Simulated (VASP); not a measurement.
# HF in VASP: notebook

The runs below take HF through single point, with PBE+D3(BJ).

Everything below comes from runs of VASP 6.6.1. Logs are shortened: lines on timing, memory, paths and dates and some standing lists are left out, and cuts for length are marked.

## Step 1: The cell of the first run

The cell holds a disordered packing, 20 atoms: a = 6.479 Å, b = 6.479 Å, c = 6.479 Å, α = 90.00°, β = 90.00°, γ = 90.00°.

## Step 2: Single point, PBE+D3(BJ)

Contents of INCAR:

```
PREC = Accurate ; ENCUT = 1010
EDIFF = 1E-6 ; ISMEAR = -1
SIGMA = 0.02 ; LREAL = Auto
LASPH = T ; NELM = 120
ALGO = Normal ; ISIF = 2
LWAVE = F ; LCHARG = T
GGA = PE ; IVDW = 12
LELF = T ; LVHAR = T
NBANDS = 56 ; GGA_COMPAT = F
```

Contents of KPOINTS:

```
regular mesh
0
Gamma
  1 1 1
```

Contents of POSCAR:

```
HF
1.0
    6.4792240000      0.0000000000      0.0000000000
    0.0000000000      6.4792240000      0.0000000000
    0.0000000000      0.0000000000      6.4792240000
F H
10 10
Direct
    0.3523776707      0.5772256227      0.7245031424
    0.6792914765      0.3753516367      0.7236158090
    0.8247317046      0.6120801332     -0.0149708032
    0.4030431727      0.1472783757      0.4472240439
    0.3724058521      0.3041561128      1.1004529971
    0.4940807863      0.7991380300      1.0009340165
    0.0796220955      0.1074375597      0.9406164647
    0.6474968743      0.8895831999      0.5655267313
    0.7977726684      0.1353549609      0.2260511934
    1.0087027428      0.9558547607      0.6185469623
    0.4719977983      0.4869914413      0.7043068281
    0.7524245814      0.4575278573      0.8273970388
    0.6997870211      0.6947931657      0.0091436362
    0.4056754829      0.2040044936      0.3068778379
    0.2673221839      0.2298253442      1.0247901128
    0.4232928555      0.7223627156      0.8901467218
    0.0494199102      0.0433322868      0.7990275484
    0.5588428131      0.9979665454      0.5040736688
    0.8959291199      0.1200107551      0.1185175047
    0.8584289898      0.9375529030      0.5877792451
```

Potentials or basis: VASP PAW PBE potentials, release 64 (F_h, H_h).

The run is started by

```sh
cat potpaw_PBE.64/F_h/POTCAR potpaw_PBE.64/H_h/POTCAR > POTCAR
mpirun -np 1 vasp_gam > vasp.out
```

OUTCAR:

```text
PREC = Accurate
   ENCUT = 1010
   EDIFF = 1E-6
   ISMEAR = -1
   LREAL = Auto
   LASPH = T
   NELM = 120
   ISIF = 2
   GGA = PE
   IVDW = 12
 IVDW          = 12

 ion  position               nearest neighbor table
   1  0.352  0.577  0.725-  11 0.98
   2  0.679  0.375  0.724-  12 0.98
   3  0.825  0.612  0.985-  13 0.98
   4  0.403  0.147  0.447-  14 0.98
   5  0.372  0.304  0.100-  15 0.97
   6  0.494  0.799  0.001-  16 0.99
   7  0.080  0.107  0.941-  17 1.03
   8  0.647  0.890  0.566-  18 0.99
   9  0.798  0.135  0.226-  19 0.95
  10  0.009  0.956  0.619-  20 1.00
  11  0.472  0.487  0.704-   1 0.98
  12  0.752  0.458  0.827-   2 0.98
  13  0.700  0.695  0.009-   3 0.98
  14  0.406  0.204  0.307-   4 0.98
  15  0.267  0.230  0.025-   5 0.97
  16  0.423  0.722  0.890-   6 0.99
  17  0.049  0.043  0.799-   7 1.03
  18  0.559  0.998  0.504-   8 0.99
  19  0.896  0.120  0.119-   9 0.95
  20  0.858  0.938  0.588-  10 1.00

  LATTYP: Found a simple cubic cell.
 ALAT       =     6.4792240000

  Lattice vectors:

 A1 = (   6.4792240000,   0.0000000000,   0.0000000000)
 A2 = (   0.0000000000,   6.4792240000,   0.0000000000)
 A3 = (   0.0000000000,   0.0000000000,   6.4792240000)

Analysis of symmetry for initial positions (statically):
=====================================================================
 Subroutine PRICEL returns:
 Original cell was already a primitive cell.

 Routine SETGRP: Setting up the symmetry group for a
 simple cubic supercell.

 Subroutine GETGRP returns: Found  1 space group operations
 (whereof  1 operations were pure point group operations)
 out of a pool of 48 trial point group operations.

The static configuration has the point symmetry C_1 .

Analysis of symmetry for dynamics (positions and initial velocities):
=====================================================================
 Subroutine PRICEL returns:
 Original cell was already a primitive cell.

 Routine SETGRP: Setting up the symmetry group for a
 simple cubic supercell.

 Subroutine GETGRP returns: Found  1 space group operations
 (whereof  1 operations were pure point group operations)
 out of a pool of 48 trial point group operations.

The dynamic configuration has the point symmetry C_1 .

 Subroutine INISYM returns: Found  1 space group operations
 (whereof  1 operations are pure point group operations),
 and found     1 'primitive' translations

----------------------------------------------------------------------------------------

                                     Primitive cell

  volume of cell :     272.0001

  direct lattice vectors                    reciprocal lattice vectors
     6.479224000  0.000000000  0.000000000     0.154339470  0.000000000  0.000000000
     0.000000000  6.479224000  0.000000000     0.000000000  0.154339470  0.000000000
     0.000000000  0.000000000  6.479224000     0.000000000  0.000000000  0.154339470

  length of vectors
     6.479224000  6.479224000  6.479224000     0.154339470  0.154339470  0.154339470

  position of ions in fractional coordinates (direct lattice)
     0.352377671  0.577225623  0.724503142
     0.679291476  0.375351637  0.723615809
     0.824731705  0.612080133  0.985029197
     0.403043173  0.147278376  0.447224044
     0.372405852  0.304156113  0.100452997
     0.494080786  0.799138030  0.000934016
     0.079622095  0.107437560  0.940616465
     0.647496874  0.889583200  0.565526731
     0.797772668  0.135354961  0.226051193
     0.008702743  0.955854761  0.618546962
     0.471997798  0.486991441  0.704306828
     0.752424581  0.457527857  0.827397039
     0.699787021  0.694793166  0.009143636
     0.405675483  0.204004494  0.306877838
     0.267322184  0.229825344  0.024790113
     0.423292856  0.722362716  0.890146722
     0.049419910  0.043332287  0.799027548
     0.558842813  0.997966545  0.504073669
     0.895929120  0.120010755  0.118517505
     0.858428990  0.937552903  0.587779245

  ion indices of the primitive-cell ions
   primitive index   ion index
                 1           1
                 2           2
                 3           3
                 4           4
                 5           5
                 6           6
                 7           7
                 8           8
                 9           9
                10          10
                11          11
                12          12
                13          13
                14          14
                15          15
                16          16
                17          17
                18          18
                19          19
                20          20

----------------------------------------------------------------------------------------

 KPOINTS: regular mesh

Automatic generation of k-mesh.
 Grid dimensions read from file:
 generate k-points for:    1    1    1

 Generating k-lattice:

  Cartesian coordinates                     Fractional coordinates (reciprocal lattice)
     0.154339470  0.000000000  0.000000000     1.000000000  0.000000000  0.000000000
     0.000000000  0.154339470  0.000000000     0.000000000  1.000000000  0.000000000
     0.000000000  0.000000000  0.154339470     0.000000000  0.000000000  1.000000000

  Length of vectors
     0.154339470  0.154339470  0.154339470

  Shift w.r.t. Gamma in fractional coordinates (k-lattice)
     0.000000000  0.000000000  0.000000000

 Subroutine IBZKPT returns following result:
 ===========================================

 Found      1 irreducible k-points:

 Following reciprocal coordinates:
            Coordinates               Weight
  0.000000  0.000000  0.000000      1.000000
   k-points           NKPTS =      1   k-points in BZ     NKDIM =      1   number of bands    NBANDS=     56
   number of dos      NEDOS =    301   number of ions     NIONS =     20
   total plane-waves  NPLWV = 343000
   dimension x,y,z NGX =    70 NGY =   70 NGZ =   70
   dimension x,y,z NGXF=   140 NGYF=  140 NGZF=  140
   ions per type =              10  10
   NGX,Y,Z   is equivalent  to a cutoff of  17.96, 17.96, 17.96 a.u.
   NGXF,Y,Z  is equivalent  to a cutoff of  35.92, 35.92, 35.92 a.u.
 SYSTEM =  unknown system
   PREC   = accura    normal or accurate (medium, high low for compatibility)
   ISTART =      0    job   : 0-new  1-cont  2-samecut
   ICHARG =      2    charge: 1-file 2-atom 10-const
   ISPIN  =      1    spin polarized calculation?
   LNONCOLLINEAR =      F non collinear calculations
   LSORBIT =      F    spin-orbit coupling
   LASPH  =      T    aspherical Exc in radial PAW
   ENCUT  = 1010.0 eV  74.23 Ry    8.62 a.u.  16.79 16.79 16.79*2*pi/ulx,y,z
   NELM   =    120;   NELMIN=  2; NELMDL= -5     # of ELM steps
   EDIFF  = 0.1E-05   stopping-criterion for ELM
   LREAL  =      T    real-space projection
   EDIFFG = 0.1E-04   stopping-criterion for IOM
   NSW    =      0    number of steps for IOM
   IBRION =     -1    ionic relax: 0-MD 1-quasi-New 2-CG
   NFREE  =      0    steps in history (QN), initial steepest desc. (CG)
   ISIF   =      2    stress and relaxation
   ISYM   =      2    0-nonsym 1-usesym 2-fastsym
   POTIM  = 0.5000    time-step for ionic-motion
   TEBEG  =    0.0;   TEEND  =   0.0 temperature during run
   PSTRESS=    0.0 pullay stress
   NELECT =      80.0000    total number of electrons
   NUPDOWN=      -1.0000    fix difference up-down
   EMIN   =  10.00;   EMAX   =-10.00  energy-range for DOS
   EFERMI =   0.00;   METHOD = LEGACY
   ISMEAR =    -1;   SIGMA  =   0.02  broadening in eV -4-tet -1-fermi 0-gaus
   EFERMI_NEDOS =   21; number of points for ismear=-14 and -15
   IALGO  =     38    algorithm
   IMIX   =      4    mixing-type and parameters
     AMIX     =   0.40;   BMIX     =  1.00
     AMIX_MAG =   1.60;   BMIX_MAG =  1.00
  volume/ion in A,a.u.               =      13.60        91.78
  Fermi-wavevector in a.u.,A,eV,Ry     =   1.088717  2.057378 16.127062  1.185306
  Thomas-Fermi vector in A             =   2.224905
   LORBIT       =      0    0 simple, 1 ext, 2 COOP (PROOUT), +10 PAW based schemes
   GGA     = PE    functional components
   LHFCALC =     F    Hartree Fock is set to
   AEXX    =    0.0000 exact exchange contribution
   IVDW    =    12    specifies the selected vdW correction
   LEPSILON=     F    determine dielectric tensor
   LRPA    =     F    only Hartree local field effects (RPA)
 non-spin polarized calculation
  energy-cutoff  :     1010.00
  volume of cell :      272.00
 maximum number of plane-waves:      9919
 NGX is ok and might be reduce to    70
   NGX = 33   NGY = 33   NGZ = 33

 number of electron      79.9999998 magnetization

 Free energy of the ion-electron system (eV)
  ---------------------------------------------------
  ext. energy  EPLUGINS =         0.00000000
  ---------------------------------------------------
  free energy    TOTEN  =       -83.30835055 eV

  energy without entropy =      -83.30835055  energy(sigma->0) =      -83.30835055

 E-fermi :  -5.4411     XC(G=0):  -6.2871

 val. band max:       -5.9626676404   @ k =   0.0000   0.0000   0.0000
 cond. band min:       1.1231196493   @ k =   0.0000   0.0000   0.0000
 fundamental gap:      7.0857872897
 Fermi energy:        -5.4411336909

 k-point     1 :       0.0000    0.0000    0.0000
  band No.  band energies     occupation
      1     -28.0158      2.00000
      2     -27.7981      2.00000
      3     -27.6038      2.00000
      4     -27.5157      2.00000
      5     -27.2327      2.00000
      6     -27.2083      2.00000
      7     -26.9278      2.00000
      8     -26.7964      2.00000
      9     -26.6400      2.00000
     10     -26.2193      2.00000
     11     -12.5643      2.00000
     12     -12.1523      2.00000
     13     -11.7701      2.00000
     14     -10.8292      2.00000
     15     -10.7909      2.00000
     16     -10.7176      2.00000
     17     -10.6733      2.00000
     18     -10.3044      2.00000
     19     -10.1426      2.00000
     20      -9.3488      2.00000
     21      -7.7945      2.00000
     22      -7.6197      2.00000
     23      -7.5836      2.00000
     24      -7.5308      2.00000
     25      -7.4936      2.00000
     26      -7.3691      2.00000
     27      -7.2842      2.00000
     28      -7.2595      2.00000
     29      -7.2193      2.00000
     30      -7.1860      2.00000
     31      -7.1480      2.00000
     32      -7.0543      2.00000
     33      -7.0000      2.00000
     34      -6.9346      2.00000
     35      -6.8505      2.00000
     36      -6.8220      2.00000
     37      -6.8159      2.00000
     38      -6.6563      2.00000
     39      -5.9981      2.00000
     40      -5.9627      2.00000
     41       1.1231      0.00000
     42       4.6922      0.00000
     43       4.8436      0.00000
     44       4.9972      0.00000
     45       5.0624      0.00000
     46       5.1300      0.00000
     47       5.4073      0.00000
     48       7.0815      0.00000
     49       7.1740      0.00000
     50       7.4507      0.00000
     51       7.5307      0.00000
     52       7.6642      0.00000
 [bands above 52 left out]

------------------------ aborting loop because EDIFF is reached ----------------------------------------

 Edisp (eV)   -0.47492

 E8    (eV) :    -0.0957

  FORCE on cell =-STRESS in cart. coord.  units (eV):
  Direction    XX          YY          ZZ          XY          YZ          ZX
  --------------------------------------------------------------------------------------
  -------------------------------------------------------------------------------------
  Total       0.02565    -0.37262    -0.14220     0.21415    -0.12902    -0.21339
  in kB       0.15107    -2.19487    -0.83762     1.26141    -0.75998    -1.25697
  external pressure =       -0.96 kB  Pullay stress =        0.00 kB

 VOLUME and BASIS-vectors are now :
 -----------------------------------------------------------------------------
  energy-cutoff  :     1010.00
  volume of cell :      272.00
      direct lattice vectors                 reciprocal lattice vectors
     6.479224000  0.000000000  0.000000000     0.154339470  0.000000000  0.000000000
     0.000000000  6.479224000  0.000000000     0.000000000  0.154339470  0.000000000
     0.000000000  0.000000000  6.479224000     0.000000000  0.000000000  0.154339470

 POSITION                                       TOTAL-FORCE (eV/Angst)
 -----------------------------------------------------------------------------------
      2.28313      3.73997      4.69422         0.018982     -0.024065     -0.009454
      4.40128      2.43199      4.68847         0.001287     -0.004581     -0.016691
      5.34362      3.96580      6.38222        -0.032050      0.000220     -0.011978
      2.61141      0.95425      2.89766         0.049211      0.017295     -0.055845
      2.41290      1.97070      0.65086         0.007822     -0.045278      0.044569
      3.20126      5.17779      0.00605        -0.076954     -0.059655     -0.103499
      0.51589      0.69611      6.09446         0.028878      0.060001      0.043166
      4.19528      5.76381      3.66417         0.060614      0.007536     -0.066280
      5.16895      0.87700      1.46464        -0.009553     -0.023754     -0.011531
      0.05639      6.19320      4.00770         0.009559     -0.014215     -0.035823
      3.05818      3.15533      4.56336        -0.016155      0.017952      0.029801
      4.87513      2.96443      5.36089         0.021487      0.032099      0.029181
      4.53408      4.50172      0.05924         0.015724      0.015629      0.011469
      2.62846      1.32179      1.98833        -0.020746      0.009650      0.017396
      1.73204      1.48909      0.16062        -0.030308     -0.021154     -0.026400
      2.74261      4.68035      5.76746         0.033007      0.014598      0.109801
      0.32020      0.28076      5.17708        -0.016288      0.014929     -0.016180
      3.62087      6.46605      3.26601        -0.000963     -0.011296      0.024089
      5.80493      0.77758      0.76790        -0.022195      0.009315      0.028676
      5.56195      6.07462      3.80835        -0.021360      0.004775      0.015531
 -----------------------------------------------------------------------------------
    total drift:                               -0.004761      0.008661     -0.001047

  FREE ENERGIE OF THE ION-ELECTRON SYSTEM (eV)
  ---------------------------------------------------
  free  energy   TOTEN  =       -83.7832734047 eV

  energy  without entropy=      -83.7832734047  energy(sigma->0) =      -83.78327340
```

It took 88 s on 1 thread of Intel Xeon Platinum 8488C (Sapphire Rapids), shared host; peak memory 0.62 GiB.

What came out:

```yaml
Free_energy: -83.7833 eV
Pressure: -0.1 GPa
Largest_force: 0.142 eV/Å
Dispersion_energy_per_atom: -0.024 eV
```

Forces in eV/Å, atoms in the order of the input:
```
F    0.019 -0.024 -0.009
F    0.001 -0.005 -0.017
F   -0.032  0.000 -0.012
F    0.049  0.017 -0.056
F    0.008 -0.045  0.045
F   -0.077 -0.060 -0.103
F    0.029  0.060  0.043
F    0.061  0.008 -0.066
F   -0.010 -0.024 -0.012
F    0.010 -0.014 -0.036
H   -0.016  0.018  0.030
H    0.021  0.032  0.029
H    0.016  0.016  0.011
H   -0.021  0.010  0.017
H   -0.030 -0.021 -0.026
H    0.033  0.015  0.110
H   -0.016  0.015 -0.016
H   -0.001 -0.011  0.024
H   -0.022  0.009  0.029
H   -0.021  0.005  0.016
```

Stress tensor (GPa, compression positive):
```
 0.02  0.13 -0.13
 0.13 -0.22 -0.08
-0.13 -0.08 -0.08
```

Levels at points of the mesh, in eV from the Fermi level:
| k point | band 38 | band 39 | band 40 | band 41 | band 42 | band 43 |
| --- | --- | --- | --- | --- | --- | --- |
| (0.00, 0.00, 0.00) | -1.22 | -0.56 | -0.52 | 6.56 | 10.13 | 10.28 |

Caveat: the k points lie up to 0.97 Å⁻¹ apart, too coarse for converged energies, forces and pressures.

(Continued in part 2 of 2.)
